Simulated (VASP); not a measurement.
Write the native input for VASP 6.6.1 that does the following.

```yaml
Task: single point
Functional: PBE
Potentials_or_basis: VASP PAW PBE potentials, release 64 (Ge_d)
Cutoff: 520 eV
k_mesh: 20 × 20 × 18
Occupations: gaussian, width 0.15 eV
Spin: no spin polarisation
Dipole_correction: no
Further_INCAR_settings: ALGO = Normal; EDIFF = 1e-07; NBANDS = 13
```

The structure of Ge lies in POSCAR:

```
Ge
1.0
    1.5368639000     -2.8605676000      0.0000000000
    1.5368639000      2.8605676000      0.0000000000
    0.0000000000      0.0000000000      2.6982310000
Ge
1
Direct
    0.5000000000      0.5000000000      0.0000000000
```

This cell differs from its parent crystal: strain +0.1000 x Voigt [1, 1, 0, 0, 0, 0].

One way to write it, as run:

INCAR

```
SYSTEM = Ge
PREC = Accurate ; ENCUT = 520
EDIFF = 1E-7 ; ISMEAR = 0
SIGMA = 0.15 ; LREAL = .False.
LASPH = .True. ; NELM = 80
ALGO = Normal ; ISIF = 2
LWAVE = .False. ; LCHARG = .True.
GGA = PE ; LELF = .True.
LVHAR = .True. ; NBANDS = 13
```

KPOINTS

```
Automatic mesh
0
Gamma
  20 20 18
  0 0 0
```

Potentials or basis: VASP PAW PBE potentials, release 64 (Ge_d).

Run with:

```console
$ cat potpaw_PBE.64/Ge_d/POTCAR > POTCAR
$ mpirun -np 1 vasp_std > vasp.out
```

Results of the run:

- Pressure: -7.7 GPa
- Band gap on the k mesh: zero (band 7 reaches 9.38 eV, above the bottom of band 8 at 2.04 eV)

Caveat: the cell differs from its parent crystal (strain +0.1000 x Voigt [1, 1, 0, 0, 0, 0]).

It took 67 s on 1 thread of Intel(R) Xeon(R) 6975P-C (Granite Rapids) (shared host), peak memory 0.4 GiB.
